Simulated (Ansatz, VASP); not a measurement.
ScGa3As2: VASP beside Ansatz

```xyz
6
Lattice="5.0078 0.0000 0.0000 -2.5039 4.3369 0.0000 0.0000 0.0000 5.6094" Properties=species:S:1:pos:R:3 pbc="T T T"
Sc    0.0000    0.0000    2.8047
Ga    0.0000    2.8913    2.8047
Ga    2.5039    1.4456    2.8047
Ga    0.0000    0.0000    0.0000
As    0.0000    2.8913    0.0000
As    2.5039    1.4456    0.0000
```

Alike in both runs: functional PBE; k mesh 12 × 12 × 8; occupations gaussian, width 0.1 eV; no spin polarisation.

Ansatz relaxed the structure, and its values are those at the end. VASP's run is a single point on that final structure, the one shown.

|  | VASP | Ansatz |
| --- | --- | --- |
| version | VASP 6.6.1 | Ansatz 0.2.0 |
| potentials or method | VASP PAW PBE potentials, release 64 (Sc_sv, Ga_d, As), cutoff 520 eV | scalar-relativistic, plane waves, PAW |
| valence electrons in the cell | 60 | 80 |

|  | VASP | Ansatz | Ansatz less VASP |
| --- | --- | --- | --- |
| gap on the k mesh at the Fermi level (eV) | none | none | - |
| pressure (GPa) | 0.1 | 0.0 | -0.12 |

A gap of «none» marks a metal or a gap that the smearing closes. VASP's potentials hold 60 valence electrons a cell and Ansatz's 80, so a difference there can come from the potentials and not from the codes.
